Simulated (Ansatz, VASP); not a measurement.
## LiH: VASP beside Ansatz

The input INCAR:

```
SYSTEM = LiH
PREC = Accurate ; ENCUT = 750
EDIFF = 1E-6 ; ISMEAR = 0
SIGMA = 0.02 ; LREAL = .False.
LASPH = .True. ; NELM = 120
ALGO = Normal ; ISIF = 2
LWAVE = .False. ; LCHARG = .True.
GGA = PE ; LELF = .True.
LVHAR = .True. ; NBANDS = 9
GGA_COMPAT = .False.
```

The input KPOINTS:

```
Automatic mesh
0
Gamma
  12 12 12
  0 0 0
```

File POSCAR:

```
LiH
1.0
    0.0000000000      2.0367500000      2.0367500000
    2.0367500000      0.0000000000      2.0367500000
    2.0367500000      2.0367500000      0.0000000000
Li H
1 1
Direct
    0.0000000000      0.0000000000      0.0000000000
    0.5000000000      0.5000000000      0.5000000000
```

Input for Ansatz:

```yaml
crystal:
  lattice:
    - [0.0, 2.03675, 2.03675]
    - [2.03675, 0.0, 2.03675]
    - [2.03675, 2.03675, 0.0]
  atoms:
    - { symbol: Li, position: [0.0, 0.0, 0.0] }
    - { symbol: H, position: [0.5, 0.5, 0.5] }
basis:
  ecutwfc: 420
kpoints:
  mp_grid: { grid: [12, 12, 12] }
hamiltonian:
  xc: pbe
  pseudopotentials: { kind: paw }
scf:
  occupations: { method: gaussian, width: 0.02 }
output:
  forces: true
  stress: true
  eigenvalues: true
```

Alike in both runs: task single point; functional PBE; k mesh 12 × 12 × 12; occupations gaussian, width 0.02 eV; no spin polarisation.

```csv
,VASP,Ansatz
version,VASP 6.6.1,Ansatz 0.2.0
potentials or method,"VASP PAW PBE potentials, release 64 (Li_sv, H), cutoff 750 eV","scalar-relativistic, plane waves, PAW"
valence electrons in the cell,4,4
```

|  | VASP | Ansatz | Ansatz less VASP |
| --- | --- | --- | --- |
| gap on the k mesh at the Fermi level (eV) | 3.01 | 3.02 | +0.005 |
| least direct gap on the mesh (eV) | 3.01 | 3.02 | +0.005 |
| pressure (GPa) | -1.8 | -1.7 | +0.17 |
